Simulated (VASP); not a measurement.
# Mg in VASP: further runs

Mg is run at these levels: PBEsol; tasks: single point.

All numbers are computed with VASP 6.6.1; they aren't measurements. Logs are shortened: lines on timing, memory, paths and dates and some standing lists are left out, and cuts for length are marked.

## 1. The cell of the first run

The structure is cubic, space group Fm-3m (No. 225). The conventional cell has a = 4.608 Å, b = 4.608 Å, c = 4.608 Å, α = 90.00°, β = 90.00°, γ = 90.00°. Mg (site symmetry m-3m) has 12 Mg at 3.26 Å within 4.3 Å.

## 2. Single point, PBEsol (strained)

Input file INCAR:

```
PREC = Accurate
ENCUT = 520
EDIFF = 1E-6
ISMEAR = 0
SIGMA = 0.1
LREAL = False
LASPH = True
NELM = 100
ALGO = Normal
ISIF = 2
LWAVE = False
LCHARG = False
GGA = PS
NBANDS = 7
```

Input file KPOINTS:

```
regular mesh
0
Gamma
  16 16 16
```

Input file POSCAR:

```
Mg
1.0
    0.0000000000      2.3041551926      2.3041551926
    2.3041551926      0.0000000000      2.3041551926
    2.3041551926      2.3041551926      0.0000000000
Mg
1
Direct
    0.0000000000      0.0000000000      0.0000000000
```

Potentials or basis: VASP PAW PBE potentials, release 64 (Mg).

Command:

```console
> cat potpaw_PBE.64/Mg/POTCAR > POTCAR
> mpirun -np 1 vasp_std > vasp.out
```

OUTCAR:

```text
PREC = Accurate
   ENCUT = 520
   EDIFF = 1E-6
   ISMEAR = 0
   LREAL = False
   LASPH = True
   NELM = 100
   ISIF = 2
   GGA = PS

 ion  position               nearest neighbor table
   1  0.000  0.000  0.000-

  LATTYP: Found a face centered cubic cell.
 ALAT       =     4.6083103852

  Lattice vectors:

 A1 = (   0.0000000000,   2.3041551926,   2.3041551926)
 A2 = (   2.3041551926,   0.0000000000,   2.3041551926)
 A3 = (   2.3041551926,   2.3041551926,   0.0000000000)

Analysis of symmetry for initial positions (statically):
=====================================================================
 Subroutine PRICEL returns:
 Original cell was already a primitive cell.

 Routine SETGRP: Setting up the symmetry group for a
 face centered cubic supercell.

 Subroutine GETGRP returns: Found 48 space group operations
 (whereof 48 operations were pure point group operations)
 out of a pool of 48 trial point group operations.

The static configuration has the point symmetry O_h .

Analysis of symmetry for dynamics (positions and initial velocities):
=====================================================================
 Subroutine PRICEL returns:
 Original cell was already a primitive cell.

 Routine SETGRP: Setting up the symmetry group for a
 face centered cubic supercell.

 Subroutine GETGRP returns: Found 48 space group operations
 (whereof 48 operations were pure point group operations)
 out of a pool of 48 trial point group operations.

The dynamic configuration has the point symmetry O_h .

 Subroutine INISYM returns: Found 48 space group operations
 (whereof 48 operations are pure point group operations),
 and found     1 'primitive' translations

----------------------------------------------------------------------------------------

                                     Primitive cell

  volume of cell :      24.4661

  direct lattice vectors                    reciprocal lattice vectors
     0.000000000  2.304155193  2.304155193    -0.216999272  0.216999272  0.216999272
     2.304155193  0.000000000  2.304155193     0.216999272 -0.216999272  0.216999272
     2.304155193  2.304155193  0.000000000     0.216999272  0.216999272 -0.216999272

  length of vectors
     3.258567523  3.258567523  3.258567523     0.375853765  0.375853765  0.375853765

  position of ions in fractional coordinates (direct lattice)
     0.000000000  0.000000000  0.000000000

  ion indices of the primitive-cell ions
   primitive index   ion index
                 1           1

----------------------------------------------------------------------------------------

 KPOINTS: regular mesh

Automatic generation of k-mesh.
 Grid dimensions read from file:
 generate k-points for:   16   16   16

 Generating k-lattice:

  Cartesian coordinates                     Fractional coordinates (reciprocal lattice)
    -0.013562455  0.013562455  0.013562455     0.062500000  0.000000000  0.000000000
     0.013562455 -0.013562455  0.013562455     0.000000000  0.062500000  0.000000000
     0.013562455  0.013562455 -0.013562455     0.000000000  0.000000000  0.062500000

  Length of vectors
     0.023490860  0.023490860  0.023490860

  Shift w.r.t. Gamma in fractional coordinates (k-lattice)
     0.000000000  0.000000000  0.000000000

 Subroutine IBZKPT returns following result:
 ===========================================

 Found    145 irreducible k-points:

 Following reciprocal coordinates:
            Coordinates               Weight
  0.000000  0.000000  0.000000      1.000000
  0.062500  0.000000  0.000000      8.000000
  0.125000  0.000000  0.000000      8.000000
  0.187500  0.000000  0.000000      8.000000
  0.250000  0.000000  0.000000      8.000000
  0.312500  0.000000  0.000000      8.000000
[... 16 lines left out ...]
 -0.125000  0.062500  0.000000     24.000000
 -0.062500  0.062500  0.000000     12.000000
 [... further k-points ...]
   k-points           NKPTS =    145   k-points in BZ     NKDIM =    145   number of bands    NBANDS=      7
   number of dos      NEDOS =    301   number of ions     NIONS =      1
   total plane-waves  NPLWV =  13824
   dimension x,y,z NGX =    24 NGY =   24 NGZ =   24
   dimension x,y,z NGXF=    48 NGYF=   48 NGZF=   48
   ions per type =               1
   NGX,Y,Z   is equivalent  to a cutoff of  12.24, 12.24, 12.24 a.u.
   NGXF,Y,Z  is equivalent  to a cutoff of  24.49, 24.49, 24.49 a.u.
 SYSTEM =  unknown system
   PREC   = accura    normal or accurate (medium, high low for compatibility)
   ISTART =      0    job   : 0-new  1-cont  2-samecut
   ICHARG =      2    charge: 1-file 2-atom 10-const
   ISPIN  =      1    spin polarized calculation?
   LNONCOLLINEAR =      F non collinear calculations
   LSORBIT =      F    spin-orbit coupling
   LASPH  =      T    aspherical Exc in radial PAW
   ENCUT  =  520.0 eV  38.22 Ry    6.18 a.u.   6.06  6.06  6.06*2*pi/ulx,y,z
   NELM   =    100;   NELMIN=  2; NELMDL= -5     # of ELM steps
   EDIFF  = 0.1E-05   stopping-criterion for ELM
   LREAL  =      F    real-space projection
   EDIFFG = 0.1E-04   stopping-criterion for IOM
   NSW    =      0    number of steps for IOM
   IBRION =     -1    ionic relax: 0-MD 1-quasi-New 2-CG
   NFREE  =      0    steps in history (QN), initial steepest desc. (CG)
   ISIF   =      2    stress and relaxation
   ISYM   =      2    0-nonsym 1-usesym 2-fastsym
   POTIM  = 0.5000    time-step for ionic-motion
   TEBEG  =    0.0;   TEEND  =   0.0 temperature during run
   PSTRESS=    0.0 pullay stress
   NELECT =       2.0000    total number of electrons
   NUPDOWN=      -1.0000    fix difference up-down
   EMIN   =  10.00;   EMAX   =-10.00  energy-range for DOS
   EFERMI =   0.00;   METHOD = LEGACY
   ISMEAR =     0;   SIGMA  =   0.10  broadening in eV -4-tet -1-fermi 0-gaus
   EFERMI_NEDOS =   21; number of points for ismear=-14 and -15
   IALGO  =     38    algorithm
   IMIX   =      4    mixing-type and parameters
     AMIX     =   0.40;   BMIX     =  1.00
     AMIX_MAG =   1.60;   BMIX_MAG =  1.00
  volume/ion in A,a.u.               =      24.47       165.11
  Fermi-wavevector in a.u.,A,eV,Ry     =   0.710498  1.342647  6.868329  0.504808
  Thomas-Fermi vector in A             =   1.797362
   LORBIT       =      0    0 simple, 1 ext, 2 COOP (PROOUT), +10 PAW based schemes
   GGA     = PS    functional components
   LHFCALC =     F    Hartree Fock is set to
   AEXX    =    0.0000 exact exchange contribution
   IVDW    =     0    specifies the selected vdW correction
   LEPSILON=     F    determine dielectric tensor
   LRPA    =     F    only Hartree local field effects (RPA)
 non-spin polarized calculation
 Gauss-broadening in eV      SIGMA  =   0.10
  energy-cutoff  :      520.00
  volume of cell :       24.47
 maximum number of plane-waves:       684
   NGX = 13   NGY = 13   NGZ = 13

 number of electron       2.0000000 magnetization

 Free energy of the ion-electron system (eV)
  ---------------------------------------------------
  ext. energy  EPLUGINS =         0.00000000
  ---------------------------------------------------
  free energy    TOTEN  =        -1.69501547 eV

  energy without entropy =       -1.69228374  energy(sigma->0) =       -1.69364961

 E-fermi :   2.2516     XC(G=0):  -8.3372

 val. band max:        2.1965146622   @ k =  -0.3750   0.1875   0.0625
 cond. band min:       2.2608363949   @ k =  -0.3750   0.4375   0.1250
 fundamental gap:      0.0643217328
 Fermi energy:         2.2516260232

 k-point     1 :       0.0000    0.0000    0.0000
  band No.  band energies     occupation
      1      -4.3895      2.00000
      2      14.2175      0.00000
      3      14.2175      0.00000
      4      14.2175      0.00000
      5      15.8236      0.00000
      6      15.8236      0.00000
      7      15.8236      0.00000

 k-point     2 :       0.0625    0.0000    0.0000
  band No.  band energies     occupation
      1      -4.3062      2.00000
      2      12.8331      0.00000
      3      13.9864      0.00000
      4      13.9864      0.00000
      5      15.9678      0.00000
      6      16.1955      0.00000
      7      16.1955      0.00000

 k-point     3 :       0.1250    0.0000    0.0000
  band No.  band energies     occupation
      1      -4.0570      2.00000
      2      10.8457      0.00000
      3      13.5863      0.00000
      4      13.5863      0.00000
      5      15.7459      0.00000
      6      17.0075      0.00000
      7      17.0075      0.00000

 k-point     4 :       0.1875    0.0000    0.0000
  band No.  band energies     occupation
      1      -3.6429      2.00000
      2       8.8847      0.00000
      3      13.2422      0.00000
      4      13.2422      0.00000
      5      15.4775      0.00000
      6      17.0794      0.00000
      7      17.0794      0.00000

 k-point     5 :       0.2500    0.0000    0.0000
  band No.  band energies     occupation
      1      -3.0660      2.00000
      2       7.0187      0.00000
      3      13.0088      0.00000
      4      13.0088      0.00000
      5      15.2693      0.00000
      6      16.1100      0.00000
      7      16.1100      0.00000
[... 161 lines left out ...]
 k-point    22 :      -0.1875    0.0625    0.0000
  band No.  band energies     occupation
      1      -3.3952      2.00000
      2       8.2985      0.00000
      3      11.6187      0.00000
      4      14.1852      0.00000
      5      15.8193      0.00000
      6      16.0087      0.00000
      7      16.9765      0.00000

 k-point    23 :      -0.1250    0.0625    0.0000
  band No.  band energies     occupation
      1      -3.8635      2.00000
      2      10.1953      0.00000
      3      11.9941      0.00000
      4      14.4021      0.00000
      5      16.2291      0.00000
      6      16.5269      0.00000
      7      16.9372      0.00000

 k-point    24 :      -0.0625    0.0625    0.0000
  band No.  band energies     occupation
      1      -4.1677      2.00000
      2      11.9544      0.00000
      3      12.6726      0.00000
      4      14.4331      0.00000
      5      15.9893      0.00000
      6      16.2781      0.00000
      7      16.8712      0.00000

 [... further k-points ...]
[... 5 lines left out ...]
  --------------------------------------------------------------------------------------
  -------------------------------------------------------------------------------------
  Total       -0.3750489     -0.3750489     -0.3750489     -0.0000000      0.0000000     -0.0000000
  in kB      -24.5602780    -24.5602780    -24.5602780     -0.0000000      0.0000000     -0.0000000
  external PRESSURE =     -24.5602780 kB  Pullay stress =       0.0000000 kB

 VOLUME and BASIS-vectors are now :
 -----------------------------------------------------------------------------
  energy-cutoff  :      520.00
  volume of cell :       24.47
      direct lattice vectors                 reciprocal lattice vectors
     0.000000000  2.304155193  2.304155193    -0.216999272  0.216999272  0.216999272
     2.304155193  0.000000000  2.304155193     0.216999272 -0.216999272  0.216999272
     2.304155193  2.304155193  0.000000000     0.216999272  0.216999272 -0.216999272

 POSITION                                       TOTAL-FORCE (eV/Angst)
 -----------------------------------------------------------------------------------
      0.00000      0.00000      0.00000        -0.000000     -0.000000     -0.000000
 -----------------------------------------------------------------------------------
    total drift:                               -0.000000     -0.000000     -0.000000

  FREE ENERGIE OF THE ION-ELECTRON SYSTEM (eV)
  ---------------------------------------------------
  free  energy   TOTEN  =        -1.6950154747 eV

  energy  without entropy=       -1.6922837364  energy(sigma->0) =       -1.69364961
```

Run time: 11 s. Hardware: 1 thread of Intel Xeon Platinum 8259CL at 2.50GHz (Skylake/Cascade Lake), shared host; peak memory 0.15 GiB.

What came out:

- Free energy: -1.6950 eV
- Pressure: -2.5 GPa
- Band gap on the k mesh: zero (band 1 reaches 3.67 eV, above the bottom of band 2 at 0.97 eV)

Caveat: the cell differs from its parent crystal (strained); the PAW data sets were made with another functional, which shifts forces and pressure a little.

## 3. Single point, PBEsol (strained)

INCAR is that of step 2.

Input file KPOINTS:

```
regular mesh
0
Gamma
  14 14 14
```

Input file POSCAR:

```
Mg
1.0
    0.0330130058      2.2925523891      2.3532819565
    2.3994911875      0.0000000000      2.3862949622
    2.3664781818      2.2925523891      0.0330130058
Mg
1
Direct
    0.0000000000      0.0000000000      0.0000000000
```

Potentials or basis: VASP PAW PBE potentials, release 64 (Mg).

Command:

```console
> cat potpaw_PBE.64/Mg/POTCAR > POTCAR
> mpirun -np 1 vasp_std > vasp.out
```

Wall time 57 s (1 thread of Intel Xeon Platinum 8259CL at 2.50GHz (Skylake/Cascade Lake), shared host); peak memory 0.26 GiB.

The run converged. Its results:

```yaml
Free_energy: -1.6786 eV
Pressure: -3.4 GPa
Band_gap_on_the_k_mesh: zero (band 1 reaches 3.24 eV, above the bottom of band 2 at 0.65 eV)
```

Stress tensor (GPa, compression positive):
```
-3.75  0.00 -0.70
 0.00 -2.93  0.00
-0.70  0.00 -3.60
```

Levels at points of the mesh, in eV from the Fermi level:
```tsv
k point	band 1	band 2	band 3	band 4
(0.00, 0.00, 0.00)	-6.45	11.34	11.85	12.01
(0.50, 0.00, 0.00)	-1.45	-1.14	10.19	10.55
(0.00, 0.50, 0.00)	-1.57	-1.38	10.76	10.93
(0.50, 0.50, 0.00)	-0.24	0.64	5.99	6.47
(0.50, 0.00, 0.50)	0.07	1.02	5.70	5.79
(0.00, 0.50, 0.50)	-0.30	0.56	6.05	6.56
```

Caveat: the cell differs from its parent crystal (strained); the PAW data sets were made with another functional, which shifts forces and pressure a little.
